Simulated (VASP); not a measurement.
# HfO2 in VASP: single point with PBE

Aim: the single point of HfO2 with PBE.

All numbers are computed with VASP 6.6.1; they aren't measurements. Logs are shortened: lines on timing, memory, paths and dates and some standing lists are left out, and cuts for length are marked.

### Step 1. The cell of the first run

The cell holds a slab with vacuum, 36 atoms: a = 7.209 Å, b = 7.209 Å, c = 23.358 Å, α = 90.00°, β = 90.00°, γ = 120.00°.

### Step 2. Single point, PBE

File INCAR:

```
SYSTEM = HfO2
ALGO     = Normal         ! electronic algorithm
DIPOL    = 0.5 0.5 0.499
EDIFF    = 1E-7           ! SCF threshold, eV
ENCUT    = 520            ! plane-wave cutoff, eV
GGA      = PE             ! functional
IDIPOL   = 3            
ISIF     = 2              ! what is computed and relaxed
ISMEAR   = 0              ! smearing method
LASPH    = .True.         ! aspherical terms in the spheres
LCHARG   = .False.        ! write CHGCAR
LDIPOL   = .True.       
LREAL    = Auto         
LWAVE    = .False.        ! write WAVECAR
NBANDS   = 156            ! bands
NELM     = 60             ! most SCF steps
PREC     = Accurate       ! precision mode
SIGMA    = 0.05           ! smearing width, eV
```

File KPOINTS:

```
k-points
0
Gamma
  3 3 1
  0 0 0
```

File POSCAR:

```
HfO2
1.0
    7.2091113505      0.0000000000      0.0000000000
   -3.6045556753      6.2432735683      0.0000000000
    0.0000000000      0.0000000000     23.3577684616
O Hf
24 12
Direct
    0.5000000000      0.5000000000      0.3424984717
    0.5000000000      0.0000000000      0.3424984717
    0.0000000000      0.5000000000      0.3424984717
    0.0000000000      0.0000000000      0.3424984717
    0.6666666667      0.3333333333      0.4054990830
    0.6666666667      0.8333333333      0.4054990830
    0.1666666667      0.3333333333      0.4054990830
    0.1666666667      0.8333333333      0.4054990830
    0.8333333333      0.6666666667      0.4684996943
    0.8333333333      0.1666666667      0.4684996943
    0.3333333333      0.6666666667      0.4684996943
    0.3333333333      0.1666666667      0.4684996943
    0.0000000000      0.5000000000      0.5313938957
    0.0000000000      0.0000000000      0.5313938957
    0.5000000000      0.5000000000      0.5313938957
    0.5000000000      0.0000000000      0.5313938957
    0.1666666667      0.8333333333      0.5920152760
    0.1666666667      0.3333333333      0.5920152760
    0.6666666667      0.8333333333      0.5920152760
    0.6666666667      0.3333333333      0.5920152760
    0.3333333333      0.6666666667      0.6572994404
    0.3333333333      0.1666666667      0.6572994404
    0.8333333333      0.6666666667      0.6572994404
    0.8333333333      0.1666666667      0.6572994404
    0.3333333333      0.1666666667      0.3739987773
    0.3333333333      0.6666666667      0.3739987773
    0.8333333333      0.1666666667      0.3739987773
    0.8333333333      0.6666666667      0.3739987773
    0.6666666667      0.3333333333      0.4995366154
    0.6666666667      0.8333333333      0.4995366154
    0.1666666667      0.3333333333      0.4995366154
    0.1666666667      0.8333333333      0.4995366154
    0.0000000000      0.5000000000      0.6234543364
    0.0000000000      0.0000000000      0.6234543364
    0.5000000000      0.5000000000      0.6234543364
    0.5000000000      0.0000000000      0.6234543364
```

Potentials or basis: VASP PAW PBE potentials, release 64 (O, Hf_pv).

On the command line:

```bash
cat potpaw_PBE.64/O/POTCAR potpaw_PBE.64/Hf_pv/POTCAR > POTCAR
mpirun -np 1 vasp_std > vasp.out
```

OUTCAR:

```text
SYSTEM = HfO2
   EDIFF = 1E-7
   ENCUT = 520
   GGA = PE
   ISIF = 2
   ISMEAR = 0
   LASPH = .True.
   LREAL = Auto
   NELM = 60
   PREC = Accurate

 ion  position               nearest neighbor table
   1  0.500  0.500  0.342-  28 2.21  25 2.21  26 2.21
   2  0.500  0.000  0.342-  27 2.21  26 2.21  25 2.21
   3  0.000  0.500  0.342-  26 2.21  27 2.21  28 2.21
   4  0.000  0.000  0.342-  25 2.21  28 2.21  27 2.21
   5  0.667  0.333  0.405-  29 2.20  27 2.21  25 2.21  28 2.21
   6  0.667  0.833  0.405-  30 2.20  28 2.21  26 2.21  27 2.21
   7  0.167  0.333  0.405-  31 2.20  25 2.21  27 2.21  26 2.21
   8  0.167  0.833  0.405-  32 2.20  26 2.21  28 2.21  25 2.21
   9  0.833  0.667  0.468-  30 2.20  32 2.20  29 2.20  28 2.21
  10  0.833  0.167  0.468-  29 2.20  31 2.20  30 2.20  27 2.21
[... 8 lines left out ...]
  19  0.667  0.833  0.592-  30 2.16  34 2.21  35 2.21  36 2.21
  20  0.667  0.333  0.592-  29 2.16  33 2.21  36 2.21  35 2.21
  21  0.333  0.667  0.657-  33 2.23  36 2.23  35 2.23
  22  0.333  0.167  0.657-  34 2.23  35 2.23  36 2.23
[... 31 lines left out ...]
  Lattice vectors:

 A1 = (   7.2091113505,   0.0000000000,   0.0000000000)
 A2 = (  -3.6045556753,   6.2432735683,   0.0000000000)
 A3 = (   0.0000000000,   0.0000000000,  23.3577684616)

Analysis of symmetry for initial positions (statically):
=====================================================================
 Subroutine PRICEL returns following result:

  LATTYP: Found a hexagonal cell.
 ALAT       =     3.6045556752
 C/A-ratio  =     6.4800687147

  Lattice vectors:

 A1 = (   3.6045556752,   0.0000000000,   0.0000000000)
 A2 = (  -1.8022778376,   3.1216367842,   0.0000000000)
 A3 = (   0.0000000000,   0.0000000000,  23.3577684616)

   4 primitive cells build up your supercell.

 Routine SETGRP: Setting up the symmetry group for a
 hexagonal supercell.

 Subroutine GETGRP returns: Found  6 space group operations
 (whereof  6 operations were pure point group operations)
 out of a pool of 24 trial point group operations.

The static configuration has the point symmetry C_3v.

Analysis of symmetry for dynamics (positions and initial velocities):
=====================================================================
 Subroutine PRICEL returns following result:

  LATTYP: Found a hexagonal cell.
 ALAT       =     3.6045556752
 C/A-ratio  =     6.4800687147

  Lattice vectors:

 A1 = (   3.6045556752,   0.0000000000,   0.0000000000)
 A2 = (  -1.8022778376,   3.1216367842,   0.0000000000)
 A3 = (   0.0000000000,   0.0000000000,  23.3577684616)

   4 primitive cells build up your supercell.

 Routine SETGRP: Setting up the symmetry group for a
 hexagonal supercell.

 Subroutine GETGRP returns: Found  6 space group operations
 (whereof  6 operations were pure point group operations)
 out of a pool of 24 trial point group operations.

The dynamic configuration has the point symmetry C_3v.

 Subroutine INISYM returns: Found  6 space group operations
 (whereof  6 operations are pure point group operations),
 and found     4 'primitive' translations

----------------------------------------------------------------------------------------

                                     Primitive cell

  volume of cell :     262.8243

  direct lattice vectors                    reciprocal lattice vectors
     3.604555675  0.000000000  0.000000000     0.277426704  0.160172382  0.000000000
    -1.802277838  3.121636784  0.000000000     0.000000000  0.320344764  0.000000000
     0.000000000  0.000000000 23.357768462     0.000000000  0.000000000  0.042812309

  length of vectors
     3.604555675  3.604555675 23.357768462     0.320344764  0.320344764  0.042812309

  position of ions in fractional coordinates (direct lattice)
     0.000000000  0.000000000  0.342498472
     0.333333333  0.666666667  0.405499083
     0.666666667  0.333333333  0.468499694
     0.000000000  0.000000000  0.531393896
     0.333333333  0.666666667  0.592015276
     0.666666667  0.333333333  0.657299440
     0.666666667  0.333333333  0.373998777
     0.333333333  0.666666667  0.499536615
     0.000000000  0.000000000  0.623454336

  ion indices of the primitive-cell ions
   primitive index   ion index
                 1           1
                 2           5
                 3          11
                 4          15
                 5          20
                 6          21
                 7          26
                 8          29
                 9          35

----------------------------------------------------------------------------------------

 KPOINTS: k-points

Automatic generation of k-mesh.
 Grid dimensions read from file:
 generate k-points for:    3    3    1

 Generating k-lattice:

  Cartesian coordinates                     Fractional coordinates (reciprocal lattice)
     0.046237784  0.026695397  0.000000000     0.333333333  0.000000000  0.000000000
     0.000000000  0.053390794  0.000000000     0.000000000  0.333333333  0.000000000
     0.000000000  0.000000000  0.042812309     0.000000000  0.000000000  1.000000000

  Length of vectors
     0.053390794  0.053390794  0.042812309

  Shift w.r.t. Gamma in fractional coordinates (k-lattice)
     0.000000000  0.000000000  0.000000000

 Subroutine IBZKPT returns following result:
 ===========================================

 Found      3 irreducible k-points:

 Following reciprocal coordinates:
            Coordinates               Weight
  0.000000  0.000000  0.000000      1.000000
  0.333333 -0.000000  0.000000      6.000000
  0.333333  0.333333  0.000000      2.000000
   k-points           NKPTS =      3   k-points in BZ     NKDIM =      3   number of bands    NBANDS=    156
   number of dos      NEDOS =    301   number of ions     NIONS =     36
   total plane-waves  NPLWV = 524880
   dimension x,y,z NGX =    54 NGY =   54 NGZ =  180
   dimension x,y,z NGXF=   108 NGYF=  108 NGZF=  360
   ions per type =              24  12
   NGX,Y,Z   is equivalent  to a cutoff of  12.45, 12.45, 12.81 a.u.
   NGXF,Y,Z  is equivalent  to a cutoff of  24.91, 24.91, 25.62 a.u.
 SYSTEM =  HfO2
   PREC   = accura    normal or accurate (medium, high low for compatibility)
   ISTART =      0    job   : 0-new  1-cont  2-samecut
   ICHARG =      2    charge: 1-file 2-atom 10-const
   ISPIN  =      1    spin polarized calculation?
   LNONCOLLINEAR =      F non collinear calculations
   LSORBIT =      F    spin-orbit coupling
   LASPH  =      T    aspherical Exc in radial PAW
   ENCUT  =  520.0 eV  38.22 Ry    6.18 a.u.  13.40 13.40 43.43*2*pi/ulx,y,z
   NELM   =     60;   NELMIN=  2; NELMDL= -5     # of ELM steps
   EDIFF  = 0.1E-06   stopping-criterion for ELM
   LREAL  =      T    real-space projection
   EDIFFG = 0.1E-05   stopping-criterion for IOM
   NSW    =      0    number of steps for IOM
   IBRION =     -1    ionic relax: 0-MD 1-quasi-New 2-CG
   NFREE  =      0    steps in history (QN), initial steepest desc. (CG)
   ISIF   =      2    stress and relaxation
   ISYM   =      2    0-nonsym 1-usesym 2-fastsym
   POTIM  = 0.5000    time-step for ionic-motion
   TEBEG  =    0.0;   TEEND  =   0.0 temperature during run
   PSTRESS=    0.0 pullay stress
   NELECT =     264.0000    total number of electrons
   NUPDOWN=      -1.0000    fix difference up-down
   EMIN   =  10.00;   EMAX   =-10.00  energy-range for DOS
   EFERMI =   0.00;   METHOD = LEGACY
   ISMEAR =     0;   SIGMA  =   0.05  broadening in eV -4-tet -1-fermi 0-gaus
   EFERMI_NEDOS =   21; number of points for ismear=-14 and -15
   IALGO  =     38    algorithm
   IMIX   =      4    mixing-type and parameters
     AMIX     =   0.40;   BMIX     =  1.00
     AMIX_MAG =   1.60;   BMIX_MAG =  1.00
  volume/ion in A,a.u.               =      29.20       197.07
  Fermi-wavevector in a.u.,A,eV,Ry     =   1.032843  1.951790 14.514215  1.066765
  Thomas-Fermi vector in A             =   2.167061
   LORBIT       =      0    0 simple, 1 ext, 2 COOP (PROOUT), +10 PAW based schemes
   GGA     = PE    functional components
   LHFCALC =     F    Hartree Fock is set to
   AEXX    =    0.0000 exact exchange contribution
   IVDW    =     0    specifies the selected vdW correction
   LEPSILON=     F    determine dielectric tensor
   LRPA    =     F    only Hartree local field effects (RPA)
 non-spin polarized calculation
 Gauss-broadening in eV      SIGMA  =   0.05
  energy-cutoff  :      520.00
  volume of cell :     1051.30
 maximum number of plane-waves:     28302
 NGX is ok and might be reduce to    54
   NGX = 27   NGY = 27   NGZ = 87

 dipolmoment           0.000000      0.000000     -0.000015 electrons x Angstroem

 number of electron     264.0000029 magnetization

 dipolmoment           0.000000      0.000000      0.132161 electrons x Angstroem

 Free energy of the ion-electron system (eV)
  ---------------------------------------------------
  ext. energy  EPLUGINS =         0.00000000
  ---------------------------------------------------
  free energy    TOTEN  =      -357.62268020 eV

  energy without entropy =     -357.62268020  energy(sigma->0) =     -357.62268020

 E-fermi :  -2.3967     XC(G=0):  -5.0793

 val. band max:       -2.6284444570   @ k =   0.0000   0.0000   0.0000
 cond. band min:       1.4967555568   @ k =   0.0000   0.0000   0.0000
 fundamental gap:      4.1252000137
 Fermi energy:        -2.3966945375

 k-point     1 :       0.0000    0.0000    0.0000
  band No.  band energies     occupation
      1     -32.7422      2.00000
      2     -32.7422      2.00000
      3     -32.7422      2.00000
      4     -32.7353      2.00000
      5     -32.6636      2.00000
      6     -32.6636      2.00000
[... 430 lines left out ...]
    143       2.1197      0.00000
    144       2.2610      0.00000
 [bands above 144 left out]

------------------------ aborting loop because EDIFF is reached ----------------------------------------

 vacuum level on the upper side and lower side of the slab       (xc-potential included)         0.209        -0.289

  FORCE on cell =-STRESS in cart. coord.  units (eV):
  Direction    XX          YY          ZZ          XY          YZ          ZX
  --------------------------------------------------------------------------------------
  -------------------------------------------------------------------------------------
  Total      -38.5731281    -38.5731281     -8.9342055      0.0000000      0.0000000     -0.0000000
  in kB      -58.7854699    -58.7854699    -13.6157344      0.0000000      0.0000000     -0.0000000
  external PRESSURE =     -43.7288914 kB  Pullay stress =       0.0000000 kB

 VOLUME and BASIS-vectors are now :
 -----------------------------------------------------------------------------
  energy-cutoff  :      520.00
  volume of cell :     1051.30
      direct lattice vectors                 reciprocal lattice vectors
     7.209111350  0.000000000  0.000000000     0.138713352  0.080086191  0.000000000
    -3.604555675  6.243273568  0.000000000     0.000000000  0.160172382  0.000000000
     0.000000000  0.000000000 23.357768462     0.000000000  0.000000000  0.042812309

 POSITION                                       TOTAL-FORCE (eV/Angst)
 -----------------------------------------------------------------------------------
      1.80228      3.12164      8.00000         0.000000     -0.000000     -0.488877
      3.60456      0.00000      8.00000         0.000000      0.000000     -0.488877
     -1.80228      3.12164      8.00000         0.000000      0.000000     -0.488877
      0.00000      0.00000      8.00000         0.000000      0.000000     -0.488877
      3.60456      2.08109      9.47155         0.000000      0.000000      0.172073
      1.80228      5.20273      9.47155        -0.000000     -0.000000      0.172073
[... 28 lines left out ...]
      1.80228      3.12164     14.56250        -0.000000     -0.000000     -0.153767
      3.60456      0.00000     14.56250         0.000000     -0.000000     -0.153767
 -----------------------------------------------------------------------------------
    total drift:                                0.000000      0.000001      0.059092

  FREE ENERGIE OF THE ION-ELECTRON SYSTEM (eV)
  ---------------------------------------------------
  free  energy   TOTEN  =      -357.6226802017 eV

  energy  without entropy=     -357.6226802017  energy(sigma->0) =     -357.62268020

 vacuum level on the upper side and lower side of the slab         4.235         3.719
```

It took 31 min on 1 thread of Intel Xeon Platinum 8375C at 2.90GHz (Ice Lake), shared host; peak memory 1.2 GiB.

What came out:

```
Free energy            : -357.6227 eV
Largest force          : 1.033 eV/Å
Band gap on the k mesh : 4.13 eV
```

Forces in eV/Å, atoms in the order of the input:
```
O    0.000  0.000 -0.489
O    0.000  0.000 -0.489
O    0.000  0.000 -0.489
O    0.000  0.000 -0.489
O    0.000  0.000  0.172
O    0.000  0.000  0.172
O    0.000  0.000  0.172
O    0.000  0.000  0.172
O    0.000  0.000 -0.476
O    0.000  0.000 -0.476
O    0.000  0.000 -0.476
O    0.000  0.000 -0.476
O    0.000  0.000  0.005
O    0.000  0.000  0.005
O    0.000  0.000  0.005
O    0.000  0.000  0.005
O    0.000  0.000  0.003
O    0.000  0.000  0.003
O    0.000  0.000  0.003
O    0.000  0.000  0.003
O    0.000  0.000 -0.104
O    0.000  0.000 -0.104
O    0.000  0.000 -0.104
O    0.000  0.000 -0.104
Hf   0.000  0.000  1.033
Hf   0.000  0.000  1.033
Hf   0.000  0.000  1.033
Hf   0.000  0.000  1.033
Hf   0.000  0.000  0.010
Hf   0.000  0.000  0.010
Hf   0.000  0.000  0.010
Hf   0.000  0.000  0.010
Hf   0.000  0.000 -0.154
Hf   0.000  0.000 -0.154
Hf   0.000  0.000 -0.154
Hf   0.000  0.000 -0.154
```

Caveat: spin-orbit coupling is left out, which moves the levels of the heavy elements.
